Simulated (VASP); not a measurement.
## W: single point with LDA

The system is W.

```
CELL_PARAMETERS angstrom
0.00000 2.00256 2.00256
2.00256 0.00000 2.00256
2.00256 2.00256 0.00000
ATOMIC_POSITIONS crystal
W 0.00000 0.00000 0.00000
```

This cell differs from its parent crystal: volume scaled by 0.96.

```json
{"Program": "VASP 6.6.1", "Task": "single point", "Functional": "LDA", "Potentials or basis": "VASP PAW LDA potentials, release 64 (W_sv)", "Cutoff": "520 eV", "k mesh": "14 × 14 × 14", "Occupations": "fermi-dirac, width 0.05 eV", "Spin": "no spin polarisation"}
```

```yaml
Pressure: -5.4 GPa
Band_gap_on_the_k_mesh: zero (band 7 reaches 13.97 eV, above the bottom of band 8 at 10.04 eV)
```

Levels at points of the mesh, in eV from the Fermi level:
```tsv
k point	band 5	band 6	band 7	band 8	band 9	band 10
(0.00, 0.00, 0.00)	-8.98	-0.58	-0.58	-0.58	2.61	2.61
(0.50, 0.00, 0.00)	-5.65	-0.82	-0.82	0.89	5.19	5.19
(0.50, 0.50, 0.00)	-5.60	-4.62	3.35	5.13	5.96	5.96
```

It took 9.2 s on 1 thread of Intel Xeon 6975P-C, with other jobs on the host, peak memory 0.14 GiB.

Caveat: spin-orbit coupling is left out, which moves the levels of the heavy elements.
